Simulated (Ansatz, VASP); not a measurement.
Given: the input of a run of VASP 6.6.1 on KI.

Contents of POSCAR:

```
KI
1.0
    0.0000000000      3.4850289444      3.4850289444
    3.4850289444      0.0000000000      3.4850289444
    3.4850289444      3.4850289444      0.0000000000
I K
1 1
Direct
    0.5000000000      0.5000000000      0.5000000000
    0.0000000000      0.0000000000      0.0000000000
```

Contents of INCAR.step1:

```
SYSTEM = KI
PREC = Accurate
ENCUT = 520
EDIFF = 1E-5
ISMEAR = -1
SIGMA = 0.05
LREAL = .False.
LASPH = .True.
NELM = 100
ALGO = Normal
ISIF = 2
LWAVE = .True.
LCHARG = .False.
GGA = PE
NBANDS = 15
```

The input INCAR.step2:

```
SYSTEM = KI
PREC = Accurate
ENCUT = 520
EDIFF = 1E-6
ISMEAR = -1
SIGMA = 0.05
LREAL = .False.
LASPH = .True.
NELM = 100
ALGO = Normal
ISIF = 2
LWAVE = .False.
LCHARG = .False.
GGA = PE
LHFCALC = .True.
HFSCREEN = 0.2079
PRECFOCK = Normal
ISTART = 1
NBANDS = 15
```

Contents of KPOINTS:

```
regular mesh
0
Gamma
  4 4 4
  0 0 0
```

Potentials or basis: VASP PAW PBE potentials, release 64 (I, K_sv).

Run with:

```console
$ cat potpaw_PBE.64/I/POTCAR potpaw_PBE.64/K_sv/POTCAR > POTCAR
$ cp INCAR.step1 INCAR
$ mpirun -np 1 vasp_std > vasp.out
$ cp INCAR.step2 INCAR
$ mpirun -np 1 vasp_std > vasp.out
```

Q: Translate it to Ansatz 0.2.0. Potentials there: Ansatz PAW.

A: As run (the cutoff follows the program's own potentials):

The input input:

```
crystal:
  lattice:
    - [0.0, 3.4850289444, 3.4850289444]
    - [3.4850289444, 0.0, 3.4850289444]
    - [3.4850289444, 3.4850289444, 0.0]
  atoms:
    - { symbol: I, position: [0.5, 0.5, 0.5] }
    - { symbol: K, position: [0.0, 0.0, 0.0] }
hamiltonian:
  xc: hse06
  pseudopotentials: { kind: paw }
kpoints:
  mp_grid: { grid: [4, 4, 4] }
scf:
  occupations: { method: fermi_dirac, width: 0.05 }
output:
  forces: true
  stress: true
  eigenvalues: true
```

Both were run:

|  | VASP | Ansatz | Ansatz less VASP |
| --- | --- | --- | --- |
| gap on the k mesh at the Fermi level (eV) | 5.06 | 5.07 | +0.013 |
| least direct gap on the mesh (eV) | 5.06 | 5.07 | +0.013 |
| pressure (GPa) | 1.0 | 1.0 | -0.01 |

VASP's potentials hold 16 valence electrons a cell and Ansatz's 26, so a difference there can come from the potentials and not from the codes.

Spin-orbit coupling is off throughout.
